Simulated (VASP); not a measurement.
## TiAl: single point with PBE

The system is TiAl.

```
Ti Al
1.0
     2.98900    0.00000    0.00000
    -1.49450    2.58855    0.00000
     0.00000    0.00000    4.27650
Ti Al
1 1
Direct
  0.00000 0.00000 0.00000
  0.33333 0.66667 0.50000
```

```json
{
  "Program": "VASP 6.6.1",
  "Task": "single point",
  "Functional": "PBE",
  "Potentials or basis": "VASP PAW PBE potentials, release 64 (Ti_sv, Al)",
  "Cutoff": "520 eV",
  "k mesh": "18 × 18 × 10",
  "Occupations": "gaussian, width 0.15 eV",
  "Spin": "no spin polarisation"
}
```

- Pressure: 3.4 GPa
- Band gap on the k mesh: zero (an odd number of electrons rules out a gap without spin polarisation)

Stress tensor (GPa, compression positive):
```
-1.51  0.00  0.00
 0.00 -1.51  0.00
 0.00  0.00 13.17
```

Levels at points of the mesh, in eV from the Fermi level:
| k point | band 5 | band 6 | band 7 | band 8 | band 9 | band 10 | band 11 | band 12 |
| --- | --- | --- | --- | --- | --- | --- | --- | --- |
| (0.00, 0.00, 0.00) | -8.72 | -1.83 | -0.68 | 1.14 | 1.14 | 2.38 | 2.38 | 5.47 |
| (0.50, 0.00, 0.00) | -3.94 | -3.10 | -1.36 | -0.83 | 1.77 | 3.51 | 4.23 | 4.90 |
| (0.00, 0.00, 0.50) | -7.44 | -5.03 | 0.26 | 1.18 | 1.18 | 2.19 | 2.19 | 8.86 |
| (0.50, 0.00, 0.50) | -3.85 | -2.22 | -1.80 | 0.35 | 1.21 | 1.35 | 3.52 | 3.90 |

Wall time 2.6 min on 1 thread of AMD EPYC 7R13, on a shared host, peak memory 0.2 GiB.

Caveat: the stress differs along the axes, from -2 to 13 GPa.
